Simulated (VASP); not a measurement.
Wanted: the native input for a VASP 6.6.1 run.

| Item | Value |
| --- | --- |
| Task | single point |
| Functional | PBE |
| Potentials or basis | VASP PAW PBE potentials, release 64 (C) |
| Cutoff | 520 eV |
| k mesh | 24 × 24 × 6 |
| Occupations | gaussian, width 0.15 eV |
| Spin | no spin polarisation |
| Dipole correction | no |
| Further INCAR settings | ALGO = Normal; EDIFF = 1e-07; NBANDS = 16 |

The structure of C lies in POSCAR:

```
C
1.0
    2.4665344233      0.0000000000      0.0000000000
   -1.2332672117      2.1360814699      0.0000000000
    0.0000000000      0.0000000000      8.8107973764
C
4
Direct
    0.0000000000      0.0000000000      0.0025000000
    0.0000000000      0.0000000000      0.5025000000
    0.3333333333      0.6666666667      0.0025000000
    0.6666666667      0.3333333333      0.5025000000
```

This cell differs from its parent crystal: strain +0.0350 x Voigt [0, 0, 1, 0, 0, 0].

One way to write it, as run:

INCAR

```
PREC = Accurate ; ENCUT = 520
EDIFF = 1E-7 ; ISMEAR = 0
SIGMA = 0.15 ; LREAL = F
LASPH = T ; NELM = 100
ALGO = Normal ; ISIF = 2
LWAVE = F ; LCHARG = F
GGA = PE ; NBANDS = 16
```

KPOINTS

```
Automatic mesh
0
Gamma
  24 24 6
```

Potentials or basis: VASP PAW PBE potentials, release 64 (C).

Run with:

```console
$ cat potpaw_PBE.64/C/POTCAR > POTCAR
$ mpirun -np 1 vasp_std > vasp.out
```

Results of the run:

```
Pressure               : 0.3 GPa
Band gap on the k mesh : zero (filled and empty bands touch)
```

Caveat: the cell differs from its parent crystal (strain +0.0350 x Voigt [0, 0, 1, 0, 0, 0]); this functional lacks dispersion, which binds the layers, so the pressure and a relaxed spacing across them are unreliable.

It took 2.7 min on 1 thread of Intel(R) Xeon(R) Platinum 8259CL CPU @ 2.50GHz (Skylake/Cascade Lake), with other jobs on the host, peak memory 0.24 GiB.
